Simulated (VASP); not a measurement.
# SiC (F-43m) in VASP: a series of runs, part 2 of 2

VASP 6.6.1.

### Step 4. Single point, LDA

This run uses another cell than the first one, of 10.14 Å³/atom, 1.024 times its volume.

INCAR reads:

```
ALGO = Normal ; EDIFF = 1E-6
ENCUT = 600 ; GGA = CA
GGA_COMPAT = False ; ISIF = 2
ISMEAR = 0 ; LASPH = True
LCHARG = True ; LELF = True
LREAL = False ; LVHAR = True
LWAVE = False ; NBANDS = 11
NELM = 120 ; PREC = Accurate
SIGMA = 0.05
```

KPOINTS reads:

```
k-points
0
Gamma
  6 6 6
```

POSCAR reads:

```
SiC
1.0
    0.0000000000      2.1644558536      2.1644558536
    2.1644558536      0.0000000000      2.1644558536
    2.1644558536      2.1644558536      0.0000000000
Si C
1 1
Direct
    0.0000000000      0.0000000000      0.0000000000
    0.2500000000      0.2500000000      0.2500000000
```

Potentials or basis: VASP PAW LDA potentials, release 64 (Si, C).

Run with:

```sh
$ cat potpaw_LDA.64/Si/POTCAR potpaw_LDA.64/C/POTCAR > POTCAR
$ mpirun -np 1 vasp_std > vasp.out
```

OUTCAR:

```text
EDIFF = 1E-6
   ENCUT = 600
   GGA = CA
   ISIF = 2
   ISMEAR = 0
   LASPH = True
   LREAL = False
   NELM = 120
   PREC = Accurate

 ion  position               nearest neighbor table
   1  0.000  0.000  0.000-   2 1.87   2 1.87   2 1.87   2 1.87
   2  0.250  0.250  0.250-   1 1.87   1 1.87   1 1.87   1 1.87

  LATTYP: Found a face centered cubic cell.
 ALAT       =     4.3289117072

  Lattice vectors:

 A1 = (   0.0000000000,   2.1644558536,   2.1644558536)
 A2 = (   2.1644558536,   0.0000000000,   2.1644558536)
 A3 = (   2.1644558536,   2.1644558536,   0.0000000000)

Analysis of symmetry for initial positions (statically):
=====================================================================
 Subroutine PRICEL returns:
 Original cell was already a primitive cell.

 Routine SETGRP: Setting up the symmetry group for a
 face centered cubic supercell.

 Subroutine GETGRP returns: Found 24 space group operations
 (whereof 24 operations were pure point group operations)
 out of a pool of 48 trial point group operations.

The static configuration has the point symmetry T_d .

Analysis of symmetry for dynamics (positions and initial velocities):
=====================================================================
 Subroutine PRICEL returns:
 Original cell was already a primitive cell.

 Routine SETGRP: Setting up the symmetry group for a
 face centered cubic supercell.

 Subroutine GETGRP returns: Found 24 space group operations
 (whereof 24 operations were pure point group operations)
 out of a pool of 48 trial point group operations.

The dynamic configuration has the point symmetry T_d .

 Subroutine INISYM returns: Found 24 space group operations
 (whereof 24 operations are pure point group operations),
 and found     1 'primitive' translations

----------------------------------------------------------------------------------------

                                     Primitive cell
[... 107 lines left out ...]
   GGA     = CA    functional components
   LHFCALC =     F    Hartree Fock is set to
   AEXX    =    0.0000 exact exchange contribution
   IVDW    =     0    specifies the selected vdW correction
   LEPSILON=     F    determine dielectric tensor
   LRPA    =     F    only Hartree local field effects (RPA)
 non-spin polarized calculation
 Gauss-broadening in eV      SIGMA  =   0.05
  energy-cutoff  :      600.00
  volume of cell :       20.28
 maximum number of plane-waves:       700
   NGX = 13   NGY = 13   NGZ = 13

 number of electron       8.0000000 magnetization

 Free energy of the ion-electron system (eV)
  ---------------------------------------------------
  ext. energy  EPLUGINS =         0.00000000
  ---------------------------------------------------
  free energy    TOTEN  =       -16.63363317 eV

  energy without entropy =      -16.63363317  energy(sigma->0) =      -16.63363317

 E-fermi :   8.5052     XC(G=0): -11.6410

 val. band max:        8.2987005406   @ k =   0.0000   0.0000   0.0000
 cond. band min:       9.5790526959   @ k =   0.5000   0.5000   0.0000
 fundamental gap:      1.2803521553
 Fermi energy:         8.5052416153

 k-point     1 :       0.0000    0.0000    0.0000
  band No.  band energies     occupation
      1      -7.1786      2.00000
      2       8.2987      2.00000
      3       8.2987      2.00000
      4       8.2987      2.00000
      5      14.8251      0.00000
      6      15.6232      0.00000
      7      15.6232      0.00000
      8      15.6232      0.00000
      9      22.8692      0.00000
     10      22.8692      0.00000
     11      24.7760      0.00000
[... 197 lines left out ...]
 k-point    16 :      -0.3333    0.5000    0.1667
  band No.  band energies     occupation
      1      -1.7928      2.00000
      2       0.9518      2.00000
      3       3.6918      2.00000
      4       3.8210      2.00000
      5      12.2449      0.00000
      6      15.3744      0.00000
      7      19.1916      0.00000
      8      20.5435      0.00000
      9      22.5039      0.00000
     10      26.0472      0.00000
     11      29.6330      0.00000

------------------------ aborting loop because EDIFF is reached ----------------------------------------

  FORCE on cell =-STRESS in cart. coord.  units (eV):
  Direction    XX          YY          ZZ          XY          YZ          ZX
  --------------------------------------------------------------------------------------
  -------------------------------------------------------------------------------------
  Total        0.0393573      0.0393573      0.0393573      0.0000000      0.0000000     -0.0000000
  in kB        3.1092769      3.1092769      3.1092769      0.0000000      0.0000000     -0.0000000
  external PRESSURE =       3.1092769 kB  Pullay stress =       0.0000000 kB

 VOLUME and BASIS-vectors are now :
 -----------------------------------------------------------------------------
  energy-cutoff  :      600.00
  volume of cell :       20.28
      direct lattice vectors                 reciprocal lattice vectors
     0.000000000  2.164455854  2.164455854    -0.231004942  0.231004942  0.231004942
     2.164455854  0.000000000  2.164455854     0.231004942 -0.231004942  0.231004942
     2.164455854  2.164455854  0.000000000     0.231004942  0.231004942 -0.231004942

 POSITION                                       TOTAL-FORCE (eV/Angst)
 -----------------------------------------------------------------------------------
      0.00000      0.00000      0.00000         0.000000      0.000000      0.000000
      1.08223      1.08223      1.08223        -0.000000     -0.000000     -0.000000
 -----------------------------------------------------------------------------------
    total drift:                                0.000000      0.000000      0.000000

  FREE ENERGIE OF THE ION-ELECTRON SYSTEM (eV)
  ---------------------------------------------------
  free  energy   TOTEN  =       -16.6336331736 eV

  energy  without entropy=      -16.6336331736  energy(sigma->0) =      -16.63363317
```

It used 4.8 s of CPU time on 1 thread of Intel Xeon 8259CL (shared host).

Results:

```
Free energy            : -16.6336 eV
Pressure               : 0.3 GPa
Band gap on the k mesh : 1.28 eV, indirect (least direct gap 4.52 eV)
```

A k mesh can miss the band edges. Expect the measured gap to be larger: semilocal functionals such as LDA lack the derivative discontinuity.

### Step 5. Summary

```tsv
cell	k mesh	cutoff (eV)	gap on the mesh (eV)	pressure (GPa)
a = 3.037 Å, angles 60.0°, 2 atoms	8 × 8 × 8	520	1.27	6.0
a = 3.084 Å, angles 60.0°, 2 atoms	6 × 6 × 6	600	1.30	-4.6
a = 3.061 Å, angles 60.0°, 2 atoms	6 × 6 × 6	600	1.28	0.3
```

Alike in all rows: task single point; level LDA; potentials or basis VASP PAW LDA potentials, release 64 (Si, C); no spin polarisation; smearing gaussian 0.05 eV.

Total energies depend on the potentials used, so only differences within one code and one set of settings carry meaning.
